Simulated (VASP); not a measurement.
Write the native input for VASP 6.6.1 that does the following.

| Quantity | Value |
| --- | --- |
| Task | relaxation of cell and atoms |
| Functional | PBE |
| Potentials or basis | VASP PAW PBE potentials, release 64 (W_sv) |
| Cutoff | 600 eV |
| k mesh | 16 × 16 × 16 |
| Occupations | fermi-dirac, width 0.08 eV |
| Spin | no spin polarisation |
| Target pressure | 97 GPa |
| Dipole correction | no |
| Further INCAR settings | ALGO = Normal; EDIFF = 1e-06; IBRION = 2; EDIFFG = -0.005; NSW = 32; ISIF = 3 |

The structure of W lies in POSCAR:

```
W
1.0
    2.4182618158      0.0000000000      0.0000000000
    0.0000000000      2.4182618158      0.0000000000
    0.0000000000      0.0000000000      2.4182618158
W
1
Direct
    0.0000000000      0.0000000000      0.0000000000
```

The input as run:

INCAR

```
  PREC = Accurate
  ENCUT = 600
  EDIFF = 1E-6
  ISMEAR = -1
  SIGMA = 0.08
  LREAL = False
  LASPH = True
  NELM = 60
  ALGO = Normal
  ISIF = 3
  LWAVE = False
  LCHARG = False
  GGA = PE
  IBRION = 2
  NSW = 32
  EDIFFG = -0.005
  PSTRESS = 970.0
```

KPOINTS

```
Automatic mesh
0
Gamma
  16 16 16
```

Potentials or basis: VASP PAW PBE potentials, release 64 (W_sv).

Run with:

```sh
$ cat potpaw_PBE.64/W_sv/POTCAR > POTCAR
$ mpirun -np 1 vasp_std > vasp.out
```

It gave:

```json
{"Relaxed volume": "14.22 Å³/atom", "Relaxed cell": "a = 2.423 Å, b = 2.423 Å, c = 2.423 Å, α = 90.00°, β = 90.00°, γ = 90.00°", "Space group after relaxing (to 0.05 Å)": "Pm-3m (No. 221)", "Energy change on relaxing (the enthalpy is what falls)": "-49.1 meV/atom", "Ionic steps": "3", "Pressure after relaxing": "97.0 GPa", "Band gap on the k mesh": "zero (band 7 reaches 15.40 eV, above the bottom of band 8 at 11.42 eV)"}
```

Caveat: the cell is relaxed towards a set pressure, so the enthalpy falls and the energy may rise; spin-orbit coupling is left out, which moves the levels of the heavy elements.

Wall time 27 s on 1 thread of Intel Xeon 6975P-C, on a shared host, peak memory 0.16 GiB.
